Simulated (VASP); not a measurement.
# Bi (R-3m) in VASP: further runs

The runs below take Bi through single point, with PBEsol.

Everything below comes from runs of VASP 6.6.1. Logs are shortened: lines on timing, memory, paths and dates and some standing lists are left out, and cuts for length are marked.

## (1) The cell of the first run

The structure is trigonal, space group R-3m (No. 166). The conventional cell has a = 4.535 Å, b = 4.535 Å, c = 11.814 Å, α = 90.00°, β = 90.00°, γ = 120.00°. Bi (site symmetry 3m) has 6 Bi at 3.06 to 3.52 Å within 4.0 Å.

## (2) Single point, PBEsol

The input, INCAR:

```
PREC = Accurate ; ENCUT = 520
EDIFF = 1E-6 ; ISMEAR = 0
SIGMA = 0.1 ; LREAL = False
LASPH = True ; NELM = 100
ALGO = Normal ; ISIF = 2
LWAVE = False ; LCHARG = True
GGA = PS ; LELF = True
LVHAR = True ; NBANDS = 22
```

The input, KPOINTS:

```
regular mesh
0
Gamma
  6 6 6
```

The input, POSCAR:

```
Bi
1.0
    2.2675000000      1.3091417354      3.9380000000
   -2.2675000000      1.3091417354      3.9380000000
    0.0000000000     -2.6182834708      3.9380000000
Bi
2
Direct
    0.2340000000      0.2340000000      0.2340000000
    0.7660000000      0.7660000000      0.7660000000
```

Potentials or basis: VASP PAW PBE potentials, release 64 (Bi_d).

On the command line:

```
$ cat potpaw_PBE.64/Bi_d/POTCAR > POTCAR
$ mpirun -np 1 vasp_std > vasp.out
```

OUTCAR:

```text
PREC = Accurate
   ENCUT = 520
   EDIFF = 1E-6
   ISMEAR = 0
   LREAL = False
   LASPH = True
   NELM = 100
   ISIF = 2
   GGA = PS

 ion  position               nearest neighbor table
   1  0.234  0.234  0.234-   2 3.06   2 3.06   2 3.06   2 3.52   2 3.52   2 3.52
   2  0.766  0.766  0.766-   1 3.06   1 3.06   1 3.06   1 3.52   1 3.52   1 3.52

  LATTYP: Found a trigonal (rhomboedric) cell.
 ALAT       =     4.7289800521
 COS(alpha) =     0.5401781303

  Lattice vectors:

 A1 = (   2.2675000000,   1.3091417354,   3.9380000000)
 A2 = (  -2.2675000000,   1.3091417354,   3.9380000000)
 A3 = (   0.0000000000,  -2.6182834708,   3.9380000000)

Analysis of symmetry for initial positions (statically):
=====================================================================
 Subroutine PRICEL returns:
 Original cell was already a primitive cell.

 Routine SETGRP: Setting up the symmetry group for a
 trigonal (rhombohedral) supercell.

 Subroutine GETGRP returns: Found 12 space group operations
 (whereof 12 operations were pure point group operations)
 out of a pool of 12 trial point group operations.

The static configuration has the point symmetry D_3d.

Analysis of symmetry for dynamics (positions and initial velocities):
=====================================================================
 Subroutine PRICEL returns:
 Original cell was already a primitive cell.

 Routine SETGRP: Setting up the symmetry group for a
 trigonal (rhombohedral) supercell.

 Subroutine GETGRP returns: Found 12 space group operations
 (whereof 12 operations were pure point group operations)
 out of a pool of 12 trial point group operations.

The dynamic configuration has the point symmetry D_3d.

 Subroutine INISYM returns: Found 12 space group operations
 (whereof 12 operations are pure point group operations),
 and found     1 'primitive' translations

----------------------------------------------------------------------------------------

                                     Primitive cell

  volume of cell :      70.1392

  direct lattice vectors                    reciprocal lattice vectors
     2.267500000  1.309141735  3.938000000     0.220507166  0.127309872  0.084645336
    -2.267500000  1.309141735  3.938000000    -0.220507166  0.127309872  0.084645336
     0.000000000 -2.618283471  3.938000000     0.000000000 -0.254619744  0.084645336

  length of vectors
     4.728980052  4.728980052  4.728980052     0.268320791  0.268320791  0.268320791

  position of ions in fractional coordinates (direct lattice)
     0.234000000  0.234000000  0.234000000
     0.766000000  0.766000000  0.766000000

  ion indices of the primitive-cell ions
   primitive index   ion index
                 1           1
                 2           2

----------------------------------------------------------------------------------------

 KPOINTS: regular mesh

Automatic generation of k-mesh.
 Grid dimensions read from file:
 generate k-points for:    6    6    6

 Generating k-lattice:

  Cartesian coordinates                     Fractional coordinates (reciprocal lattice)
     0.036751194  0.021218312  0.014107556     0.166666667 -0.000000000  0.000000000
    -0.036751194  0.021218312  0.014107556    -0.000000000  0.166666667  0.000000000
     0.000000000 -0.042436624  0.014107556     0.000000000  0.000000000  0.166666667

  Length of vectors
     0.044720132  0.044720132  0.044720132

  Shift w.r.t. Gamma in fractional coordinates (k-lattice)
     0.000000000  0.000000000  0.000000000

 Subroutine IBZKPT returns following result:
 ===========================================

 Found     32 irreducible k-points:

 Following reciprocal coordinates:
            Coordinates               Weight
  0.000000  0.000000  0.000000      1.000000
  0.166667  0.000000 -0.000000      6.000000
  0.333333  0.000000  0.000000      6.000000
  0.500000  0.000000  0.000000      3.000000
  0.166667  0.166667 -0.000000      6.000000
  0.333333  0.166667  0.000000     12.000000
[... 16 lines left out ...]
  0.500000  0.500000  0.166667      6.000000
 -0.333333  0.500000  0.166667     12.000000
 [... further k-points ...]
   k-points           NKPTS =     32   k-points in BZ     NKDIM =     32   number of bands    NBANDS=     22
   number of dos      NEDOS =    301   number of ions     NIONS =      2
   total plane-waves  NPLWV =  46656
   dimension x,y,z NGX =    36 NGY =   36 NGZ =   36
   dimension x,y,z NGXF=    72 NGYF=   72 NGZF=   72
   ions per type =               2
   NGX,Y,Z   is equivalent  to a cutoff of  12.66, 12.66, 12.66 a.u.
   NGXF,Y,Z  is equivalent  to a cutoff of  25.31, 25.31, 25.31 a.u.
 SYSTEM =  unknown system
   PREC   = accura    normal or accurate (medium, high low for compatibility)
   ISTART =      0    job   : 0-new  1-cont  2-samecut
   ICHARG =      2    charge: 1-file 2-atom 10-const
   ISPIN  =      1    spin polarized calculation?
   LNONCOLLINEAR =      F non collinear calculations
   LSORBIT =      F    spin-orbit coupling
   LASPH  =      T    aspherical Exc in radial PAW
   ENCUT  =  520.0 eV  38.22 Ry    6.18 a.u.   8.79  8.79  8.79*2*pi/ulx,y,z
   NELM   =    100;   NELMIN=  2; NELMDL= -5     # of ELM steps
   EDIFF  = 0.1E-05   stopping-criterion for ELM
   LREAL  =      F    real-space projection
   EDIFFG = 0.1E-04   stopping-criterion for IOM
   NSW    =      0    number of steps for IOM
   IBRION =     -1    ionic relax: 0-MD 1-quasi-New 2-CG
   NFREE  =      0    steps in history (QN), initial steepest desc. (CG)
   ISIF   =      2    stress and relaxation
   ISYM   =      2    0-nonsym 1-usesym 2-fastsym
   POTIM  = 0.5000    time-step for ionic-motion
   TEBEG  =    0.0;   TEEND  =   0.0 temperature during run
   PSTRESS=    0.0 pullay stress
   NELECT =      30.0000    total number of electrons
   NUPDOWN=      -1.0000    fix difference up-down
   EMIN   =  10.00;   EMAX   =-10.00  energy-range for DOS
   EFERMI =   0.00;   METHOD = LEGACY
   ISMEAR =     0;   SIGMA  =   0.10  broadening in eV -4-tet -1-fermi 0-gaus
   EFERMI_NEDOS =   21; number of points for ismear=-14 and -15
   IALGO  =     38    algorithm
   IMIX   =      4    mixing-type and parameters
     AMIX     =   0.40;   BMIX     =  1.00
     AMIX_MAG =   1.60;   BMIX_MAG =  1.00
  volume/ion in A,a.u.               =      35.07       236.66
  Fermi-wavevector in a.u.,A,eV,Ry     =   1.233469  2.330919 20.700530  1.521446
  Thomas-Fermi vector in A             =   2.368198
   LORBIT       =      0    0 simple, 1 ext, 2 COOP (PROOUT), +10 PAW based schemes
   GGA     = PS    functional components
   LHFCALC =     F    Hartree Fock is set to
   AEXX    =    0.0000 exact exchange contribution
   IVDW    =     0    specifies the selected vdW correction
   LEPSILON=     F    determine dielectric tensor
   LRPA    =     F    only Hartree local field effects (RPA)
 non-spin polarized calculation
 Gauss-broadening in eV      SIGMA  =   0.10
  energy-cutoff  :      520.00
  volume of cell :       70.14
 maximum number of plane-waves:      1934
   NGX = 17   NGY = 17   NGZ = 17

 number of electron      30.0000004 magnetization

 Free energy of the ion-electron system (eV)
  ---------------------------------------------------
  ext. energy  EPLUGINS =         0.00000000
  ---------------------------------------------------
  free energy    TOTEN  =        -8.62469392 eV

  energy without entropy =       -8.62229798  energy(sigma->0) =       -8.62349595

 E-fermi :   6.1202     XC(G=0):  -9.7150

 val. band max:        6.0955903164   @ k =  -0.3333   0.5000   0.3333
 cond. band min:       6.7108704400   @ k =   0.3333   0.0000   0.0000
 fundamental gap:      0.6152801236
 Fermi energy:         6.1202099556

 k-point     1 :       0.0000    0.0000    0.0000
  band No.  band energies     occupation
      1     -16.6559      2.00000
      2     -16.6559      2.00000
      3     -16.5017      2.00000
      4     -16.5017      2.00000
      5     -16.4853      2.00000
      6     -16.3137      2.00000
[... 14 lines left out ...]
     21      11.9650      0.00000
     22      12.2353      0.00000

 k-point     2 :       0.1667    0.0000   -0.0000
  band No.  band energies     occupation
      1     -16.6360      2.00000
      2     -16.6301      2.00000
      3     -16.4931      2.00000
      4     -16.4861      2.00000
      5     -16.4713      2.00000
      6     -16.3273      2.00000
[... 14 lines left out ...]
     21      12.3106      0.00000
     22      14.0823      0.00000

 k-point     3 :       0.3333    0.0000    0.0000
  band No.  band energies     occupation
      1     -16.5880      2.00000
      2     -16.5601      2.00000
      3     -16.4757      2.00000
      4     -16.4459      2.00000
      5     -16.4317      2.00000
      6     -16.3716      2.00000
[... 14 lines left out ...]
     21      13.6995      0.00000
     22      16.4731      0.00000

 k-point     4 :       0.5000    0.0000    0.0000
  band No.  band energies     occupation
      1     -16.5564      2.00000
      2     -16.4861      2.00000
      3     -16.4648      2.00000
      4     -16.4439      2.00000
      5     -16.4051      2.00000
      6     -16.3896      2.00000
[... 14 lines left out ...]
     21      15.2667      0.00000
     22      15.5339      0.00000

 k-point     5 :       0.1667    0.1667   -0.0000
  band No.  band energies     occupation
      1     -16.6525      2.00000
      2     -16.6047      2.00000
      3     -16.5015      2.00000
      4     -16.4785      2.00000
      5     -16.4649      2.00000
      6     -16.3327      2.00000
[... 14 lines left out ...]
     21      13.0111      0.00000
     22      13.1356      0.00000

 k-point     6 :       0.3333    0.1667    0.0000
  band No.  band energies     occupation
      1     -16.6281      2.00000
      2     -16.5492      2.00000
      3     -16.4878      2.00000
      4     -16.4598      2.00000
      5     -16.4315      2.00000
      6     -16.3667      2.00000
[... 14 lines left out ...]
     21      14.2073      0.00000
     22      15.0533      0.00000

 k-point     7 :       0.5000    0.1667    0.0000
  band No.  band energies     occupation
      1     -16.5848      2.00000
      2     -16.4971      2.00000
      3     -16.4569      2.00000
      4     -16.4432      2.00000
      5     -16.4140      2.00000
      6     -16.3883      2.00000
[... 324 lines left out ...]
      6     -16.3653      2.00000
[... 14 lines left out ...]
     21      14.5941      0.00000
     22      15.2094      0.00000

 k-point    21 :      -0.3333    0.3333    0.1667
  band No.  band energies     occupation
      1     -16.5924      2.00000
      2     -16.5185      2.00000
      3     -16.4677      2.00000
      4     -16.4432      2.00000
      5     -16.4011      2.00000
      6     -16.3882      2.00000
[... 14 lines left out ...]
     21      15.9339      0.00000
     22      16.2017      0.00000

 k-point    22 :      -0.1667    0.3333    0.1667
  band No.  band energies     occupation
      1     -16.6161      2.00000
      2     -16.4911      2.00000
      3     -16.4763      2.00000
      4     -16.4389      2.00000
      5     -16.4152      2.00000
      6     -16.3874      2.00000
[... 14 lines left out ...]
     21      14.6534      0.00000
     22      15.3630      0.00000

 k-point    23 :       0.5000    0.5000    0.1667
  band No.  band energies     occupation
      1     -16.6255      2.00000
      2     -16.5247      2.00000
      3     -16.4997      2.00000
      4     -16.4278      2.00000
      5     -16.4189      2.00000
      6     -16.3689      2.00000
[... 14 lines left out ...]
     21      15.5482      0.00000
     22      16.4288      0.00000

 k-point    24 :      -0.3333    0.5000    0.1667
  band No.  band energies     occupation
      1     -16.6139      2.00000
      2     -16.5191      2.00000
      3     -16.4851      2.00000
      4     -16.4347      2.00000
      5     -16.3979      2.00000
      6     -16.3862      2.00000
[... 14 lines left out ...]
     21      16.1489      0.00000
     22      16.5076      0.00000

 [... further k-points ...]

------------------------ aborting loop because EDIFF is reached ----------------------------------------

  FORCE on cell =-STRESS in cart. coord.  units (eV):
  Direction    XX          YY          ZZ          XY          YZ          ZX
  --------------------------------------------------------------------------------------
  -------------------------------------------------------------------------------------
  Total       -0.1819681     -0.1819681     -0.1158478      0.0000000      0.0000000      0.0000000
  in kB       -4.1566635     -4.1566635     -2.6462893      0.0000000      0.0000000      0.0000000
  external PRESSURE =      -3.6532054 kB  Pullay stress =       0.0000000 kB

 VOLUME and BASIS-vectors are now :
 -----------------------------------------------------------------------------
  energy-cutoff  :      520.00
  volume of cell :       70.14
      direct lattice vectors                 reciprocal lattice vectors
     2.267500000  1.309141735  3.938000000     0.220507166  0.127309872  0.084645336
    -2.267500000  1.309141735  3.938000000    -0.220507166  0.127309872  0.084645336
     0.000000000 -2.618283471  3.938000000     0.000000000 -0.254619744  0.084645336

 POSITION                                       TOTAL-FORCE (eV/Angst)
 -----------------------------------------------------------------------------------
      0.00000      0.00000      2.76448         0.000000      0.000000      0.052832
      0.00000      0.00000      9.04952         0.000000     -0.000000     -0.052832
 -----------------------------------------------------------------------------------
    total drift:                               -0.000000      0.000000     -0.000000

  FREE ENERGIE OF THE ION-ELECTRON SYSTEM (eV)
  ---------------------------------------------------
  free  energy   TOTEN  =        -8.6246939203 eV

  energy  without entropy=       -8.6222979823  energy(sigma->0) =       -8.62349595
```

Run time: 16 s. Hardware: 1 thread of Intel Xeon 6975P-C (Granite Rapids), shared host; peak memory 0.21 GiB.

What came out:

```yaml
Free_energy: -8.6247 eV
Pressure: -0.4 GPa
Largest_force: 0.053 eV/Å
Band_gap_on_the_k_mesh: zero (bands 15 and 16 overlap by 0.16 eV)
```

Forces on the atoms (eV/Å):
```
Bi   0.000  0.000  0.053
Bi   0.000  0.000 -0.053
```

Stress tensor (GPa, compression positive):
```
-0.42  0.00  0.00
 0.00 -0.42  0.00
 0.00  0.00 -0.26
```

Caveat: the PAW data sets were made with another functional, which shifts forces and pressure a little; spin-orbit coupling is left out, which moves the levels of the heavy elements.

## (3) Single point, PBEsol

This run uses another cell than the first one, of 34.34 Å³/atom.

The input, INCAR:

```
SYSTEM = Bi
PREC = Accurate ; ENCUT = 520
EDIFF = 1E-6 ; ISMEAR = -1
SIGMA = 0.15 ; LREAL = .FALSE.
LASPH = .TRUE. ; NELM = 60
ALGO = Fast ; ISIF = 2
LWAVE = .FALSE. ; LCHARG = .FALSE.
GGA = PS ; NBANDS = 22
```

The input, KPOINTS:

```
Automatic mesh
0
G
  12 12 12
  0 0 0
```

The input, POSCAR:

```
Bi
1.0
    2.2626775543      1.3063574951      3.8727551221
   -2.2626775543      1.3063574951      3.8727551221
    0.0000000000     -2.6127149901      3.8727551221
Bi
2
Direct
    0.2374401434      0.2374401434      0.2374401434
    0.7625598566      0.7625598566      0.7625598566
```

Potentials or basis: VASP PAW PBE potentials, release 64 (Bi_d).

On the command line:

```
$ cat potpaw_PBE.64/Bi_d/POTCAR > POTCAR
$ mpirun -np 1 vasp_std > vasp.out
```

Run time: 1.8 min. Hardware: 1 thread of Intel Xeon 6975P-C (Granite Rapids), shared host; peak memory 0.36 GiB.

The run converged. Its results:

```yaml
Free_energy: -8.6201 eV
Pressure: 0.0 GPa
Largest_force: 0.004 eV/Å
Band_gap_on_the_k_mesh: zero (bands 15 and 16 overlap by 0.22 eV)
```

Forces in eV/Å, atoms in the order of the input:
```
Bi   0.000  0.000  0.004
Bi   0.000  0.000 -0.004
```

Levels at points of the mesh, in eV from the Fermi level:
```tsv
k point	band 13	band 14	band 15	band 16	band 17	band 18
(0.00, 0.00, 0.00)	-1.56	-1.29	-1.29	2.74	3.02	3.02
(0.50, 0.00, 0.00)	-1.16	-1.03	-0.33	-0.31	0.30	0.71
(0.50, 0.50, 0.00)	-4.93	-3.18	-3.04	2.38	5.01	5.33
(0.50, 0.50, 0.50)	-0.87	-0.56	-0.56	0.45	0.45	0.49
```

Caveat: the PAW data sets were made with another functional, which shifts forces and pressure a little; spin-orbit coupling is left out, which moves the levels of the heavy elements.

The gap in the log of VASP goes by the Fermi energy; the results here count the filled bands.